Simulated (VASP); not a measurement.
# GaN in VASP: a series of runs, part 3 of 3

VASP 6.6.1.

**5. Single point, r2SCAN (uniaxial z strain -0.5%)**

POSCAR reads:

```
GaN
1.0
    0.0000000000      2.1085152370      2.0979726608
    2.1085152370      0.0000000000      2.0979726608
    2.1085152370      2.1085152370      0.0000000000
Ga N
1 1
Direct
    0.0000000000      0.0000000000      0.0000000000
    0.5000000000      0.5000000000      0.5000000000
```

INCAR.step1 reads:

```
SYSTEM = GaN
ALGO     = Normal         ! electronic algorithm
EDIFF    = 1E-5           ! SCF threshold, eV
ENCUT    = 910            ! plane-wave cutoff, eV
GGA      = PE             ! functional
GGA_COMPAT= .FALSE.      
ISMEAR   = 0              ! smearing method
LASPH    = .TRUE.         ! aspherical terms in the spheres
LCHARG   = .FALSE.        ! write CHGCAR
LREAL    = .FALSE.        ! projectors in reciprocal space
LWAVE    = .TRUE.         ! write WAVECAR
NBANDS   = 16             ! bands
NELM     = 120            ! most SCF steps
PREC     = Accurate       ! precision mode
SIGMA    = 0.01           ! smearing width, eV
```

INCAR.step2 reads:

```
SYSTEM = GaN
ALGO     = Normal         ! electronic algorithm
EDIFF    = 1E-6           ! SCF threshold, eV
ENCUT    = 910            ! plane-wave cutoff, eV
GGA_COMPAT= .FALSE.      
ISIF     = 2              ! what is computed and relaxed
ISMEAR   = 0              ! smearing method
ISTART   = 1            
LASPH    = .TRUE.         ! aspherical terms in the spheres
LCHARG   = .FALSE.        ! write CHGCAR
LMIXTAU  = .TRUE.       
LREAL    = .FALSE.        ! projectors in reciprocal space
LWAVE    = .FALSE.        ! write WAVECAR
METAGGA  = R2SCAN         ! meta-GGA
NBANDS   = 16             ! bands
NELM     = 120            ! most SCF steps
PREC     = Accurate       ! precision mode
SIGMA    = 0.01           ! smearing width, eV
```

KPOINTS reads:

```
k-points
0
G
  10 10 10
  0 0 0
```

Potentials or basis: VASP PAW PBE potentials, release 64 (Ga_d, N_h).

The run is started by

```console
$ cat potpaw_PBE.64/Ga_d/POTCAR potpaw_PBE.64/N_h/POTCAR > POTCAR
$ cp INCAR.step1 INCAR
$ mpirun -np 1 vasp_std > vasp.out
$ cp INCAR.step2 INCAR
$ mpirun -np 1 vasp_std > vasp.out
```

OUTCAR:

```text
SYSTEM = GaN
   EDIFF = 1E-6
   ENCUT = 910
   ISIF = 2
   ISMEAR = 0
   ISTART = 1
   LASPH = .TRUE.
   LREAL = .FALSE.
   METAGGA = R2SCAN
   NELM = 120
   PREC = Accurate

 ion  position               nearest neighbor table
   1  0.000  0.000  0.000-   2 2.10   2 2.10   2 2.11   2 2.11   2 2.11   2 2.11
   2  0.500  0.500  0.500-   1 2.10   1 2.10   1 2.11   1 2.11   1 2.11   1 2.11

  LATTYP: Found a body centered tetragonal cell.
 ALAT       =     2.9818908446
 C/A-ratio  =     1.4071424946

  Lattice vectors:

 A1 = (   0.0000000000,  -2.1085152370,  -2.0979726608)
 A2 = (   0.0000000000,   2.1085152370,  -2.0979726608)
 A3 = (   2.1085152370,   0.0000000000,   2.0979726608)

Analysis of symmetry for initial positions (statically):
=====================================================================
 Subroutine PRICEL returns:
 Original cell was already a primitive cell.

 Routine SETGRP: Setting up the symmetry group for a
 body centered tetragonal supercell.

 Subroutine GETGRP returns: Found 16 space group operations
 (whereof 16 operations were pure point group operations)
 out of a pool of 16 trial point group operations.

The static configuration has the point symmetry D_4h.

Analysis of symmetry for dynamics (positions and initial velocities):
=====================================================================
 Subroutine PRICEL returns:
 Original cell was already a primitive cell.

 Routine SETGRP: Setting up the symmetry group for a
 body centered tetragonal supercell.

 Subroutine GETGRP returns: Found 16 space group operations
 (whereof 16 operations were pure point group operations)
 out of a pool of 16 trial point group operations.

The dynamic configuration has the point symmetry D_4h.

 Subroutine INISYM returns: Found 16 space group operations
 (whereof 16 operations are pure point group operations),
 and found     1 'primitive' translations

----------------------------------------------------------------------------------------

                                     Primitive cell

  volume of cell :      18.6545

  direct lattice vectors                    reciprocal lattice vectors
     0.000000000  2.108515237  2.097972661    -0.237133691  0.237133691  0.238325317
     2.108515237  0.000000000  2.097972661     0.237133691 -0.237133691  0.238325317
     2.108515237  2.108515237  0.000000000     0.237133691  0.237133691 -0.238325317

  length of vectors
     2.974445459  2.974445459  2.981890845     0.411416737  0.411416737  0.411416737

  position of ions in fractional coordinates (direct lattice)
     0.000000000  0.000000000  0.000000000
     0.500000000  0.500000000  0.500000000

  ion indices of the primitive-cell ions
   primitive index   ion index
                 1           1
                 2           2

----------------------------------------------------------------------------------------

 KPOINTS: k-points

Automatic generation of k-mesh.
 Grid dimensions read from file:
 generate k-points for:   10   10   10

 Generating k-lattice:

  Cartesian coordinates                     Fractional coordinates (reciprocal lattice)
    -0.023713369  0.023713369  0.023832532     0.100000000 -0.000000000  0.000000000
     0.023713369 -0.023713369  0.023832532    -0.000000000  0.100000000  0.000000000
     0.023713369  0.023713369 -0.023832532     0.000000000  0.000000000  0.100000000

  Length of vectors
     0.041141674  0.041141674  0.041141674

  Shift w.r.t. Gamma in fractional coordinates (k-lattice)
     0.000000000  0.000000000  0.000000000

 Subroutine IBZKPT returns following result:
 ===========================================

 Found    102 irreducible k-points:

 Following reciprocal coordinates:
            Coordinates               Weight
  0.000000  0.000000  0.000000      1.000000
  0.100000  0.000000  0.000000      8.000000
  0.200000  0.000000  0.000000      8.000000
  0.300000  0.000000  0.000000      8.000000
  0.400000  0.000000  0.000000      8.000000
  0.500000 -0.000000  0.000000      4.000000
[... 16 lines left out ...]
  0.300000  0.300000  0.000000      2.000000
  0.400000  0.300000  0.000000      8.000000
 [... further k-points ...]
   k-points           NKPTS =    102   k-points in BZ     NKDIM =    102   number of bands    NBANDS=     16
   number of dos      NEDOS =    301   number of ions     NIONS =      2
   total plane-waves  NPLWV =  27000
   dimension x,y,z NGX =    30 NGY =   30 NGZ =   30
   dimension x,y,z NGXF=    60 NGYF=   60 NGZF=   60
   ions per type =               1   1
   NGX,Y,Z   is equivalent  to a cutoff of  16.77, 16.77, 16.73 a.u.
   NGXF,Y,Z  is equivalent  to a cutoff of  33.53, 33.53, 33.45 a.u.
 SYSTEM =  GaN
   PREC   = accura    normal or accurate (medium, high low for compatibility)
   ISTART =      1    job   : 0-new  1-cont  2-samecut
   ICHARG =      0    charge: 1-file 2-atom 10-const
   ISPIN  =      1    spin polarized calculation?
   LNONCOLLINEAR =      F non collinear calculations
   LSORBIT =      F    spin-orbit coupling
   LASPH  =      T    aspherical Exc in radial PAW
   ENCUT  =  910.0 eV  66.88 Ry    8.18 a.u.   7.32  7.32  7.33*2*pi/ulx,y,z
   NELM   =    120;   NELMIN=  2; NELMDL=  0     # of ELM steps
   EDIFF  = 0.1E-05   stopping-criterion for ELM
   LREAL  =      F    real-space projection
   EDIFFG = 0.1E-04   stopping-criterion for IOM
   NSW    =      0    number of steps for IOM
   IBRION =     -1    ionic relax: 0-MD 1-quasi-New 2-CG
   NFREE  =      0    steps in history (QN), initial steepest desc. (CG)
   ISIF   =      2    stress and relaxation
   ISYM   =      2    0-nonsym 1-usesym 2-fastsym
   POTIM  = 0.5000    time-step for ionic-motion
   TEBEG  =    0.0;   TEEND  =   0.0 temperature during run
   PSTRESS=    0.0 pullay stress
   NELECT =      18.0000    total number of electrons
   NUPDOWN=      -1.0000    fix difference up-down
   EMIN   =  10.00;   EMAX   =-10.00  energy-range for DOS
   EFERMI =   0.00;   METHOD = LEGACY
   ISMEAR =     0;   SIGMA  =   0.01  broadening in eV -4-tet -1-fermi 0-gaus
   EFERMI_NEDOS =   21; number of points for ismear=-14 and -15
   IALGO  =     38    algorithm
   IMIX   =      4    mixing-type and parameters
     AMIX     =   0.40;   BMIX     =  1.00
     AMIX_MAG =   1.60;   BMIX_MAG =  1.00
  volume/ion in A,a.u.               =       9.33        62.94
  Fermi-wavevector in a.u.,A,eV,Ry     =   1.617725  3.057056 35.606890  2.617033
  Thomas-Fermi vector in A             =   2.712103
   LORBIT       =      0    0 simple, 1 ext, 2 COOP (PROOUT), +10 PAW based schemes
   METAGGA = R2SCAN    functional components
   LHFCALC =     F    Hartree Fock is set to
   AEXX    =    0.0000 exact exchange contribution
   IVDW    =     0    specifies the selected vdW correction
   LEPSILON=     F    determine dielectric tensor
   LRPA    =     F    only Hartree local field effects (RPA)
 non-spin polarized calculation
 Gauss-broadening in eV      SIGMA  =   0.01
  energy-cutoff  :      910.00
  volume of cell :       18.65
 maximum number of plane-waves:      1195
 NGX is ok and might be reduce to    30
   NGX = 15   NGY = 15   NGZ = 15

 number of electron      18.0000001 magnetization

 Free energy of the ion-electron system (eV)
  ---------------------------------------------------
  ext. energy  EPLUGINS =         0.00000000
  ---------------------------------------------------
  free energy    TOTEN  =       -20.97430872 eV

  energy without entropy =      -20.97430872  energy(sigma->0) =      -20.97430872

 E-fermi :   8.2869     XC(G=0): -14.2419

 val. band max:        8.1501660609   @ k =  -0.2000  -0.0000   0.2000
 cond. band min:       9.3241852206   @ k =   0.5000   0.5000   0.0000
 fundamental gap:      1.1740191597
 Fermi energy:         8.2869439569

 k-point     1 :       0.0000    0.0000    0.0000
  band No.  band energies     occupation
      1     -10.0158      2.00000
      2      -6.2100      2.00000
      3      -6.2100      2.00000
      4      -6.2077      2.00000
      5      -6.1423      2.00000
      6      -6.1351      2.00000
[... 8 lines left out ...]
     15      25.2004      0.00000
     16      25.4310      0.00000
[... 419 lines left out ...]
 k-point    24 :       0.4000    0.3000    0.0000
  band No.  band energies     occupation
      1      -8.2492      2.00000
      2      -6.3406      2.00000
      3      -6.0984      2.00000
      4      -6.0260      2.00000
      5      -5.9769      2.00000
      6      -5.0773      2.00000
[... 8 lines left out ...]
     15      34.0633      0.00000
     16      35.8399      0.00000

 [... further k-points ...]
[... 5 lines left out ...]
  --------------------------------------------------------------------------------------
  -------------------------------------------------------------------------------------
  Total        0.2270068      0.2270068      0.3481465      0.0000000      0.0000000      0.0000000
  in kB       19.4969265     19.4969265     29.9012514      0.0000000      0.0000000      0.0000000
  external PRESSURE =      22.9650348 kB  Pullay stress =       0.0000000 kB

 VOLUME and BASIS-vectors are now :
 -----------------------------------------------------------------------------
  energy-cutoff  :      910.00
  volume of cell :       18.65
      direct lattice vectors                 reciprocal lattice vectors
     0.000000000  2.108515237  2.097972661    -0.237133691  0.237133691  0.238325317
     2.108515237  0.000000000  2.097972661     0.237133691 -0.237133691  0.238325317
     2.108515237  2.108515237  0.000000000     0.237133691  0.237133691 -0.238325317

 POSITION                                       TOTAL-FORCE (eV/Angst)
 -----------------------------------------------------------------------------------
      0.00000      0.00000      0.00000         0.000000     -0.000000      0.000000
      2.10852      2.10852      2.09797        -0.000000      0.000000     -0.000000
 -----------------------------------------------------------------------------------
    total drift:                               -0.000000      0.000000      0.000000

  FREE ENERGIE OF THE ION-ELECTRON SYSTEM (eV)
  ---------------------------------------------------
  free  energy   TOTEN  =       -20.9743087161 eV

  energy  without entropy=      -20.9743087161  energy(sigma->0) =      -20.97430872
```

Wall time 4.2 min (1 thread of Intel Xeon Platinum 8259CL at 2.50GHz (Skylake/Cascade Lake), shared host); peak memory 0.22 GiB.

Results:

```yaml
Free_energy: -20.9743 eV
Pressure: 2.3 GPa
Band_gap_on_the_k_mesh: 1.17 eV, indirect (least direct gap 3.46 eV)
```

Caveat: the cell differs from its parent crystal (uniaxial z strain -0.5%); the cutoff is under 1.25 times the usual one of these potentials, so pressure, stress and relaxed cells hold a basis-set (Pulay) error; the PAW data sets were made with another functional, which shifts forces and pressure a little.

**6. Summary**

| level | potentials or basis | cell | cutoff (eV) | smearing | second run | gap on the mesh (eV) | pressure (GPa) |
| --- | --- | --- | --- | --- | --- | --- | --- |
| PBE | VASP PAW PBE potentials, release 64 (Ga_d, N) | a = 2.982, b = 2.982, c = 2.974 Å, angles 60.1, 60.1, 60.2°, 2 atoms | 520 | fermi-dirac 0.02 eV | - | 0.64 | 9.1 |
| r2SCAN | VASP PAW PBE potentials, release 64 (Ga_d, N) | a = 3.004 Å, angles 62.8°, 2 atoms | 520 | fermi-dirac 0.02 eV | - | 0.39 | -15.8 |
| r2SCAN | VASP PAW PBE potentials, release 64 (Ga_d, N) | a = 2.982, b = 2.982, c = 2.974 Å, angles 60.1, 60.1, 60.2°, 2 atoms | 520 | gaussian 0.01 eV | - | 1.16 | 1.3 |
| r2SCAN | VASP PAW PBE potentials, release 64 (Ga_d, N_h) | a = 2.974, b = 2.974, c = 2.982 Å, angles 59.9, 59.9, 60.2°, 2 atoms | 910 | gaussian 0.01 eV | hard_potentials | 1.17 | 2.3 |

Alike in all rows: task single point; no spin polarisation; k mesh 10 × 10 × 10.

Caveats: the PAW data sets were made with another functional, which shifts forces and pressure a little (some runs); the cutoff is under 1.25 times the usual one of these potentials, so pressure, stress and relaxed cells hold a basis-set (Pulay) error (some runs).

Absolute energies hang on the potentials; compare differences alone.
